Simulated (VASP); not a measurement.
# CsI (P4/mmm) in VASP: further runs, part 2 of 2

VASP 6.6.1. Earlier steps stand in the parts before.

### 3 Single point, r2SCAN (strain +0.0175 x Voigt [0, 0, 1, 0, 0, 0])

Input file POSCAR:

```
CsI
1.0
    4.5667000000      0.0000000000      0.0000000000
    0.0000000000      4.5667000000      0.0000000000
    0.0000000000      0.0000000000      4.6466172500
Cs I
1 1
Direct
    0.0000000000      0.0000000000      0.0000000000
    0.5000000000      0.5000000000      0.5000000000
```

Input file INCAR.step1:

```
SYSTEM = CsI
ALGO = Normal
EDIFF = 1E-5
ENCUT = 550
GGA = PE
GGA_COMPAT = .FALSE.
ISMEAR = 0
LASPH = .TRUE.
LCHARG = .FALSE.
LREAL = .FALSE.
LWAVE = .TRUE.
NBANDS = 15
NELM = 120
PREC = Accurate
SIGMA = 0.05
```

Input file INCAR.step2:

```
SYSTEM = CsI
ALGO = Normal
EDIFF = 1E-6
ENCUT = 550
GGA_COMPAT = .FALSE.
ISIF = 2
ISMEAR = 0
ISTART = 1
LASPH = .TRUE.
LCHARG = .TRUE.
LELF = .TRUE.
LMIXTAU = .TRUE.
LREAL = .FALSE.
LVHAR = .TRUE.
LWAVE = .FALSE.
METAGGA = R2SCAN
NBANDS = 15
NELM = 120
PREC = Accurate
SIGMA = 0.05
```

Input file KPOINTS:

```
k-points
0
G
  6 6 6
  0 0 0
```

Potentials or basis: VASP PAW PBE potentials, release 64 (Cs_sv, I).

Launch:

```sh
cat potpaw_PBE.64/Cs_sv/POTCAR potpaw_PBE.64/I/POTCAR > POTCAR
cp INCAR.step1 INCAR
mpirun -np 1 vasp_std > vasp.out
cp INCAR.step2 INCAR
mpirun -np 1 vasp_std > vasp.out
```

Wall time 77 s (1 thread of Intel Xeon 6975P-C (Granite Rapids), shared host); peak memory 0.25 GiB.

It converged, with:

| Quantity | Value |
| --- | --- |
| Free energy | -53.1240 eV |
| Pressure | 0.2 GPa |
| Band gap on the k mesh | 4.48 eV (least direct gap 4.57 eV) |

Stress tensor (GPa, compression positive):
```
 0.28  0.00  0.00
 0.00  0.28  0.00
 0.00  0.00 -0.03
```

Levels at points of the mesh, in eV from the valence-band top:
| k point | band 4 | band 5 | band 6 | band 7 | band 8 | band 9 | band 10 | band 11 | band 12 | band 13 |
| --- | --- | --- | --- | --- | --- | --- | --- | --- | --- | --- |
| (0.00, 0.00, 0.00) | -7.33 | -7.33 | -0.17 | -0.09 | -0.09 | 4.48 | 4.61 | 4.63 | 8.30 | 8.30 |
| (0.50, 0.00, 0.00) | -7.29 | -7.27 | -1.54 | -0.32 | -0.21 | 5.65 | 7.05 | 7.28 | 7.33 | 8.44 |
| (0.50, 0.50, 0.00) | -7.69 | -7.25 | -0.90 | -0.90 | -0.07 | 4.75 | 5.40 | 6.55 | 6.55 | 10.19 |
| (0.00, 0.00, 0.50) | -7.28 | -7.28 | -1.53 | -0.23 | -0.23 | 5.61 | 7.02 | 7.17 | 7.35 | 8.56 |
| (0.50, 0.00, 0.50) | -7.66 | -7.24 | -0.91 | -0.87 | 0.00 | 4.72 | 5.52 | 6.66 | 6.72 | 9.96 |
| (0.50, 0.50, 0.50) | -7.60 | -7.55 | -1.31 | -1.31 | -1.29 | 7.60 | 7.70 | 7.70 | 8.33 | 8.46 |

Caveat: the cell differs from its parent crystal (strain +0.0175 x Voigt [0, 0, 1, 0, 0, 0]); the PAW data sets were made with another functional, which shifts forces and pressure a little; spin-orbit coupling is left out, which moves the levels of the heavy elements. A k mesh can miss the band edges.

### 4 Single point, r2SCAN (strain +0.0200 x Voigt [0, 0, 1, 0, 0, 0])

POSCAR, as its differences from that of step 3:

```diff
@@ -4,3 +4,3 @@
     0.0000000000      4.5667000000      0.0000000000
-    0.0000000000      0.0000000000      4.6466172500
+    0.0000000000      0.0000000000      4.6580340000
 Cs I
```

Input file INCAR.step1:

```
SYSTEM = CsI
  ALGO = Normal
  EDIFF = 1E-5
  ENCUT = 550
  GGA = PE
  GGA_COMPAT = .FALSE.
  ISMEAR = 0
  LASPH = .TRUE.
  LCHARG = .FALSE.
  LREAL = .FALSE.
  LWAVE = .TRUE.
  NBANDS = 15
  NELM = 120
  PREC = Accurate
  SIGMA = 0.05
```

Input file INCAR.step2:

```
SYSTEM = CsI
  ALGO = Normal
  EDIFF = 1E-6
  ENCUT = 550
  GGA_COMPAT = .FALSE.
  ISIF = 2
  ISMEAR = 0
  ISTART = 1
  LASPH = .TRUE.
  LCHARG = .FALSE.
  LMIXTAU = .TRUE.
  LREAL = .FALSE.
  LWAVE = .FALSE.
  METAGGA = R2SCAN
  NBANDS = 15
  NELM = 120
  PREC = Accurate
  SIGMA = 0.05
```

KPOINTS is that of step 3.

Launch:

```sh
cat potpaw_PBE.64/Cs_sv/POTCAR potpaw_PBE.64/I/POTCAR > POTCAR
cp INCAR.step1 INCAR
mpirun -np 1 vasp_std > vasp.out
cp INCAR.step2 INCAR
mpirun -np 1 vasp_std > vasp.out
```

It took 78 s on 1 thread of Intel Xeon 6975P-C (Granite Rapids), shared host; peak memory 0.25 GiB.

Results (log left out):

```yaml
Free_energy: -53.1239 eV
Pressure: 0.1 GPa
Band_gap_on_the_k_mesh: 4.47 eV (least direct gap 4.56 eV)
```

Stress tensor (GPa, compression positive):
```
 0.26  0.00  0.00
 0.00  0.26  0.00
 0.00  0.00 -0.09
```

Levels at points of the mesh, in eV from the valence-band top:
| k point | band 6 | band 7 | band 8 | band 9 | band 10 | band 11 |
| --- | --- | --- | --- | --- | --- | --- |
| (0.00, 0.00, 0.00) | -0.18 | -0.09 | -0.09 | 4.47 | 4.61 | 4.64 |
| (0.50, 0.00, 0.00) | -1.54 | -0.33 | -0.21 | 5.65 | 7.03 | 7.27 |
| (0.50, 0.50, 0.00) | -0.90 | -0.90 | -0.08 | 4.75 | 5.38 | 6.53 |
| (0.00, 0.00, 0.50) | -1.53 | -0.23 | -0.23 | 5.60 | 7.01 | 7.14 |
| (0.50, 0.00, 0.50) | -0.91 | -0.87 | 0.00 | 4.72 | 5.52 | 6.66 |
| (0.50, 0.50, 0.50) | -1.31 | -1.31 | -1.28 | 7.58 | 7.69 | 7.69 |

Caveat: the cell differs from its parent crystal (strain +0.0200 x Voigt [0, 0, 1, 0, 0, 0]); the PAW data sets were made with another functional, which shifts forces and pressure a little; spin-orbit coupling is left out, which moves the levels of the heavy elements. A k mesh can miss the band edges.

### 5 The runs side by side

| cell | gap on the mesh (eV) | pressure (GPa) |
| --- | --- | --- |
| a = 4.567, b = 4.567, c = 4.635 Å, 2 atoms | 4.50 | 0.2 |
| a = 4.567, b = 4.567, c = 4.647 Å, 2 atoms | 4.48 | 0.2 |
| a = 4.567, b = 4.567, c = 4.658 Å, 2 atoms | 4.47 | 0.1 |

Alike in all rows: task single point; level r2SCAN; potentials or basis VASP PAW PBE potentials, release 64 (Cs_sv, I); no spin polarisation; k mesh 6 × 6 × 6; cutoff (eV) 550; smearing gaussian 0.05 eV.

Caveats: the PAW data sets were made with another functional, which shifts forces and pressure a little; spin-orbit coupling is left out, which moves the levels of the heavy elements.

Absolute energies hang on the potentials; compare differences alone.
